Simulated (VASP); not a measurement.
# Si3WC2 (P6/mmm) in VASP: further runs, part 2 of 2

VASP 6.6.1.

### 3 Relaxation of cell and atoms, PBE

This run uses another cell than the first one, of 14.27 Å³/atom.

INCAR reads:

```
PREC = Accurate ; ENCUT = 600
EDIFF = 1E-6 ; ISMEAR = 0
SIGMA = 0.1 ; LREAL = False
LASPH = True ; NELM = 100
ALGO = Normal ; ISIF = 3
LWAVE = False ; LCHARG = False
GGA = PE ; IBRION = 2
NSW = 100 ; EDIFFG = -0.01
```

KPOINTS reads:

```
Automatic mesh
0
Gamma
  6 6 14
```

POSCAR reads:

```
Si3WC2
1.0
    6.2440222384      0.0000000000      0.0000000000
   -3.1220111192      5.4074818802      0.0000000000
    0.0000000000      0.0000000000      2.5362375215
Si W C
3 1 2
Direct
    0.5000000000      0.0000000000      0.0000000000
    0.0000000000      0.5000000000      0.0000000000
    0.5000000000      0.5000000000      0.0000000000
    0.0000000000      0.0000000000      0.0000000000
    0.3333333333      0.6666666667      0.0000000000
    0.6666666667      0.3333333333      0.0000000000
```

Potentials or basis: VASP PAW PBE potentials, release 64 (Si, W_sv, C).

Started as:

```sh
$ cat potpaw_PBE.64/Si/POTCAR potpaw_PBE.64/W_sv/POTCAR potpaw_PBE.64/C/POTCAR > POTCAR
$ mpirun -np 1 vasp_std > vasp.out
```

OUTCAR:

```text
PREC = Accurate
   ENCUT = 600
   EDIFF = 1E-6
   ISMEAR = 0
   LREAL = False
   LASPH = True
   NELM = 100
   ISIF = 3
   GGA = PE
   IBRION = 2
   NSW = 100
   EDIFFG = -0.01

 ion  position               nearest neighbor table
   1  0.500  0.000  0.000-   5 1.80   6 1.80   2 3.12   3 3.12   3 3.12   2 3.12   4 3.12   4 3.12

   2  0.000  0.500  0.000-   5 1.80   6 1.80   1 3.12   4 3.12   4 3.12   1 3.12   3 3.12   3 3.12

   3  0.500  0.500  0.000-   5 1.80   6 1.80   1 3.12   4 3.12   1 3.12   4 3.12   2 3.12   2 3.12

   4  0.000  0.000  0.000-   2 3.12   3 3.12   2 3.12   3 3.12   1 3.12   1 3.12
   5  0.333  0.667  0.000-   1 1.80   2 1.80   3 1.80
   6  0.667  0.333  0.000-   1 1.80   2 1.80   3 1.80

  LATTYP: Found a hexagonal cell.
 ALAT       =     6.2440222384
 C/A-ratio  =     0.4061864972

  Lattice vectors:

 A1 = (   6.2440222384,   0.0000000000,   0.0000000000)
 A2 = (  -3.1220111192,   5.4074818802,   0.0000000000)
 A3 = (   0.0000000000,   0.0000000000,   2.5362375215)

Analysis of symmetry for initial positions (statically):
=====================================================================
 Subroutine PRICEL returns:
 Original cell was already a primitive cell.

 Routine SETGRP: Setting up the symmetry group for a
 hexagonal supercell.

 Subroutine GETGRP returns: Found 24 space group operations
 (whereof 24 operations were pure point group operations)
 out of a pool of 24 trial point group operations.

The static configuration has the point symmetry D_6h.

Analysis of symmetry for dynamics (positions and initial velocities):
=====================================================================
 Subroutine PRICEL returns:
 Original cell was already a primitive cell.

 Routine SETGRP: Setting up the symmetry group for a
 hexagonal supercell.
[... 137 lines left out ...]
   LORBIT       =      0    0 simple, 1 ext, 2 COOP (PROOUT), +10 PAW based schemes
   GGA     = PE    functional components
   LHFCALC =     F    Hartree Fock is set to
   AEXX    =    0.0000 exact exchange contribution
   IVDW    =     0    specifies the selected vdW correction
   LEPSILON=     F    determine dielectric tensor
   LRPA    =     F    only Hartree local field effects (RPA)
 conjugate gradient relaxation of ions
 non-spin polarized calculation
 Gauss-broadening in eV      SIGMA  =   0.10
  energy-cutoff  :      600.00
  volume of cell :       85.63
 maximum number of plane-waves:      2892
 NGX is ok and might be reduce to    50
   NGX = 25   NGY = 25   NGZ = 11

--------------------------------------- Ionic step        1  -------------------------------------------

 number of electron      33.9999996 magnetization

 Free energy of the ion-electron system (eV)
  ---------------------------------------------------
  ext. energy  EPLUGINS =         0.00000000
  ---------------------------------------------------
  free energy    TOTEN  =       -38.96313702 eV

  energy without entropy =      -38.95193813  energy(sigma->0) =      -38.95753757

------------------------ aborting loop because EDIFF is reached ----------------------------------------

  FORCE on cell =-STRESS in cart. coord.  units (eV):
  Direction    XX          YY          ZZ          XY          YZ          ZX
  --------------------------------------------------------------------------------------
  -------------------------------------------------------------------------------------
  Total        1.6055858      1.6055858     -3.6496830     -0.0000000     -0.0000000      0.0000000
  in kB       30.0396359     30.0396359    -68.2835813     -0.0000000     -0.0000000      0.0000000
  external PRESSURE =      -2.7347698 kB  Pullay stress =       0.0000000 kB
[... 147 lines left out ...]
--------------------------------------- Ionic step        5  -------------------------------------------

 number of electron      33.9999998 magnetization

 Free energy of the ion-electron system (eV)
  ---------------------------------------------------
  ext. energy  EPLUGINS =         0.00000000
  ---------------------------------------------------
  free energy    TOTEN  =       -39.02378862 eV

  energy without entropy =      -39.01801727  energy(sigma->0) =      -39.02090294

 E-fermi :   7.4403     XC(G=0): -11.0803

 val. band max:        7.4375527647   @ k =   0.0000   0.0000   0.2143
 cond. band min:       7.5140909086   @ k =   0.1667   0.0000   0.1429
 fundamental gap:      0.0765381439
 Fermi energy:         7.4403000895

 k-point     1 :       0.0000    0.0000    0.0000
  band No.  band energies     occupation
      1     -66.5789      2.00000
      2     -30.7912      2.00000
      3     -30.7912      2.00000
      4     -29.6145      2.00000
      5      -7.8119      2.00000
      6      -5.8789      2.00000
[... 565 lines left out ...]
     20       8.5459      0.00000
     21       8.7826      0.00000

 [... further k-points ...]

------------------------ aborting loop because EDIFF is reached ----------------------------------------

  FORCE on cell =-STRESS in cart. coord.  units (eV):
  Direction    XX          YY          ZZ          XY          YZ          ZX
  --------------------------------------------------------------------------------------
  -------------------------------------------------------------------------------------
  Total       -0.0005970     -0.0005970      0.0129144      0.0000000     -0.0000000      0.0000000
  in kB       -0.0112368     -0.0112368      0.2430679      0.0000000     -0.0000000      0.0000000
  external PRESSURE =       0.0735314 kB  Pullay stress =       0.0000000 kB
[... 21 lines left out ...]
  FREE ENERGIE OF THE ION-ELECTRON SYSTEM (eV)
  ---------------------------------------------------
  free  energy   TOTEN  =       -39.0237886189 eV

  energy  without entropy=      -39.0180172691  energy(sigma->0) =      -39.02090294

 reached required accuracy - stopping structural energy minimisation
```

Wall time 6.9 min (1 thread of Intel Xeon Platinum 8259CL at 2.50GHz (Skylake/Cascade Lake), shared host); peak memory 0.32 GiB.

Results:

```
Free energy                           : -39.0238 eV
Relaxed volume                        : 14.19 Å³/atom
Relaxed cell                          : a = 6.300 Å, b = 6.300 Å, c = 2.477 Å, α = 90.00°, β = 90.00°, γ = 120.00°
Space group after relaxing (to 0.1 Å) : P6/mmm (No. 191)
Energy gained by relaxing             : 10.1 meV/atom
Ionic steps                           : 5
Pressure after relaxing               : 0.0 GPa
Band gap on the k mesh                : zero (bands 17 and 18 overlap by 2.01 eV)
```

The path:
```csv
step,energy change (eV),largest force (eV/Å),pressure (GPa),volume (Å³)
1,0.0000,0.0000,-0.27,85.63
2,-0.0540,0.0000,-0.33,85.28
3,-0.0603,0.0000,-0.44,85.37
4,-0.0604,0.0000,0.38,84.91
5,-0.0607,0.0000,0.01,85.13
```

Final structure:
```xyz
6
Lattice="6.2999 0.0000 0.0000 -3.1500 5.4559 0.0000 0.0000 0.0000 2.4766" Properties=species:S:1:pos:R:3 pbc="T T T"
Si    3.1500    0.0000    0.0000
Si   -1.5750    2.7279    0.0000
Si    1.5750    2.7279    0.0000
W     0.0000    0.0000    0.0000
C     0.0000    3.6373    0.0000
C     3.1500    1.8186    0.0000
```

Caveat: spin-orbit coupling is left out, which moves the levels of the heavy elements.

The gap in the log of VASP goes by the Fermi energy; the results here count the filled bands.